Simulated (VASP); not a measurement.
Write the native input for VASP 6.6.1 that does the following.

| Property | Result |
| --- | --- |
| Task | single point |
| Functional | PBE |
| Dispersion | D3(BJ) |
| Potentials or basis | VASP PAW PBE potentials, release 64 (Si, O, B, H) |
| Cutoff | 520 eV |
| k mesh | 1 × 1 × 1 |
| Occupations | gaussian, width 0.02 eV |
| Spin | no spin polarisation |
| Dipole correction | no |
| Further INCAR settings | LREAL = Auto; ALGO = Normal; EDIFF = 1e-07; NBANDS = 234 |

The structure of Si23BHO48 (a cell with a defect) lies in POSCAR:

```
Si23BHO48
1.0
    9.8316000000      0.0000000000      0.0000000000
   -4.9158000000      8.5144150000      0.0000000000
    0.0000000000      0.0000000000     10.8182000000
Si O B H
23 48 1 1
Direct
    0.2696880000      0.0042536000      0.1659530000
    0.0008685700      0.2683290000      0.3334340000
    0.2300140000      0.2360220000      0.0011123000
    0.2665710000      0.0039666000      0.6682490000
    0.9877070000      0.2651610000      0.8363930000
    0.2373780000      0.2479670000      0.5046470000
    0.2689130000      0.5034970000      0.1694290000
    0.0071740000      0.7615250000      0.3346140000
    0.2378880000      0.7376010000      0.9995222100
    0.9995975200      0.7632920000      0.8347720000
    0.2444950000      0.7356140000      0.5016440000
    0.7704580000      0.9995776200      0.1677880000
    0.5005500000      0.2709950000      0.3363130000
    0.7196970000      0.2254150000      0.0067535000
    0.7669430000      0.9974284000      0.6662580000
    0.4957890000      0.2648950000      0.8388830000
    0.7315520000      0.2292750000      0.4997570000
    0.7671770000      0.5003520000      0.1687290000
    0.5082110000      0.7657540000      0.3369440000
    0.7284970000      0.7290430000      0.9967325000
    0.7678590000      0.4933310000      0.6719780000
    0.4934370000      0.7554030000      0.8256840000
    0.7401200000      0.7312110000      0.5028160000
    0.0701790000      0.2104350000      0.4453740000
    0.2949550000      0.3664780000      0.1108140000
    0.1376360000      0.4348590000      0.2787260000
    0.1999740000      0.0709020000      0.0599790000
    0.3661290000      0.3022770000      0.3932910000
    0.4320150000      0.1437110000      0.2242100000
    0.0667330000      0.2120310000      0.9439510000
    0.3031200000      0.3853300000      0.6093620000
    0.1133590000      0.4405420000      0.7851950000
    0.2097810000      0.0849780000      0.5653650000
    0.3582330000      0.2953090000      0.8896740000
    0.4313560000      0.1336490000      0.7299220000
    0.0766350000      0.6958990000      0.4416340000
    0.3064960000      0.8756300000      0.1036260000
    0.1430170000      0.9271020000      0.2781130000
    0.2082500000      0.5754350000      0.0619490000
    0.3765200000      0.8018230000      0.3929280000
    0.4356450000      0.6372690000      0.2260910000
    0.0702950000      0.7095930000      0.9482220000
    0.2950410000      0.8698080000      0.6071030000
    0.1315540000      0.9273490000      0.7745430000
    0.2301330000      0.5767600000      0.5604110000
    0.3586520000      0.7864940000      0.8835290000
    0.4284710000      0.6274950000      0.7150340000
    0.5668770000      0.2051100000      0.4454450000
    0.7918800000      0.3613760000      0.1121420000
    0.6403730000      0.4358000000      0.2813830000
    0.6938720000      0.0630420000      0.0659360000
    0.8601750000      0.2920420000      0.3883960000
    0.9366550000      0.1391850000      0.2215540000
    0.5542740000      0.2009080000      0.9545440000
    0.7949510000      0.3574220000      0.6120670000
    0.6387770000      0.4269040000      0.7826280000
    0.7040680000      0.0640960000      0.5552660000
    0.8398320000      0.2764280000      0.8908620000
    0.9289380000      0.1359870000      0.7256000000
    0.5736550000      0.6988570000      0.4456840000
    0.7960380000      0.8655170000      0.1023840000
    0.6501690000      0.9288590000      0.2836800000
    0.7033430000      0.5680830000      0.0595770000
    0.8714800000      0.7895060000      0.3941120000
    0.9352230000      0.6347670000      0.2225520000
    0.5626060000      0.6962730000      0.9382370000
    0.8024270000      0.8653980000      0.6094200000
    0.6328180000      0.9222560000      0.7728480000
    0.7110210000      0.5682130000      0.5642060000
    0.8565170000      0.7850870000      0.8848320000
    0.9375310000      0.6233760000      0.7302810000
    0.3154190000      0.5288810000      0.6326340000
    0.0704939200      0.4902242700      0.7584754600
```

One way to write it, as run:

INCAR

```
ALGO = Normal
EDIFF = 1E-7
ENCUT = 520
GGA = PE
ISIF = 2
ISMEAR = 0
IVDW = 12
LASPH = T
LCHARG = F
LREAL = Auto
LWAVE = F
NBANDS = 234
NELM = 100
PREC = Accurate
SIGMA = 0.02
```

KPOINTS

```
k-points
0
Gamma
  1 1 1
```

Potentials or basis: VASP PAW PBE potentials, release 64 (Si, O, B, H).

The run is started by

```console
$ cat potpaw_PBE.64/Si/POTCAR potpaw_PBE.64/O/POTCAR potpaw_PBE.64/B/POTCAR potpaw_PBE.64/H/POTCAR > POTCAR
$ mpirun -np 1 vasp_gam > vasp.out
```

It gave:

```yaml
Pressure: 0.7 GPa
Largest_force: 11.041 eV/Å
Band_gap_on_the_k_mesh: 5.78 eV
Dispersion_energy_per_atom: -0.139 eV
```

Caveat: the k points lie up to 0.74 Å⁻¹ apart.

It took 4.1 min on 1 thread of Intel(R) Xeon(R) Platinum 8488C (Sapphire Rapids), with other jobs on the host, peak memory 0.96 GiB.
